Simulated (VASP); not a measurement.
# WSe: single point with PBE

Crystal: WSe.

```
W Se
1.0
     0.00000    2.93051    2.93051
     5.86101    2.93051    2.93051
     5.86101    5.86101    0.00000
W Se
2 2
Direct
  0.00000 0.00000 0.00000
  0.00000 0.00000 0.50000
  0.25000 0.25000 0.00000
  0.25000 0.25000 0.50000
```

```
Program             : VASP 6.6.1
Task                : single point
Functional          : PBE
Potentials or basis : VASP PAW PBE potentials, release 64 (W_sv, Se)
Cutoff              : 500 eV
k mesh              : 12 × 12 × 6
Occupations         : gaussian, width 0.1 eV
Spin                : collinear spin
Starting moments    : [1.0, -1.0, 0.0, 0.0] μB
```

```json
{
 "Pressure": "-8.8 GPa",
 "Band gap on the k mesh": "zero (filled and empty bands overlap)",
 "Net moment": "0.00 μB per cell",
 "Site moments": "W +1.05, -1.05; Se +0.00 μB",
 "Valence electrons inside the program's atomic spheres": "W 11.86; Se 3.90"
}
```

Stress tensor (GPa, compression positive):
```
-8.96  0.00  0.00
 0.00 -8.69  0.00
 0.00  0.00 -8.69
```

Levels at points of the mesh, in eV from the Fermi level:
Spin up:
```csv
k point,band 17,band 18,band 19,band 20,band 21,band 22,band 23,band 24
"(0.00, 0.00, 0.00)",-1.48,-0.88,-0.78,-0.15,0.07,0.65,0.72,0.72
"(0.50, 0.00, 0.00)",-0.60,-0.59,-0.32,-0.19,0.29,0.30,1.80,1.90
"(0.50, 0.50, 0.00)",-1.50,-1.50,-0.78,-0.65,0.32,0.43,0.70,0.75
"(0.00, 0.00, 0.50)",-1.07,-0.72,-0.45,-0.39,0.01,0.55,1.56,1.62
"(0.50, 0.00, 0.50)",-1.61,-1.61,-0.74,-0.70,-0.39,0.64,1.03,1.03
"(0.00, 0.50, 0.50)",-1.53,-1.02,-0.69,0.50,1.97,1.97,2.07,2.07
```
Spin down:
```csv
k point,band 18,band 19,band 20,band 21,band 22,band 23
"(0.00, 0.00, 0.00)",-0.88,-0.78,-0.15,0.07,0.65,0.72
"(0.50, 0.00, 0.00)",-0.59,-0.32,-0.19,0.29,0.30,1.80
"(0.50, 0.50, 0.00)",-1.50,-0.78,-0.65,0.32,0.43,0.70
"(0.00, 0.00, 0.50)",-0.72,-0.45,-0.39,0.01,0.55,1.56
"(0.50, 0.00, 0.50)",-1.61,-0.74,-0.70,-0.39,0.64,1.03
"(0.00, 0.50, 0.50)",-1.02,-0.69,0.50,1.97,1.97,2.07
```

Run time: 12 min on 1 thread of AMD EPYC 9R45 96-Core Processor (Zen 5), on a shared host, peak memory 0.63 GiB.

Caveat: the cell stands under tension; spin-orbit coupling is left out, which moves the levels of the heavy elements.
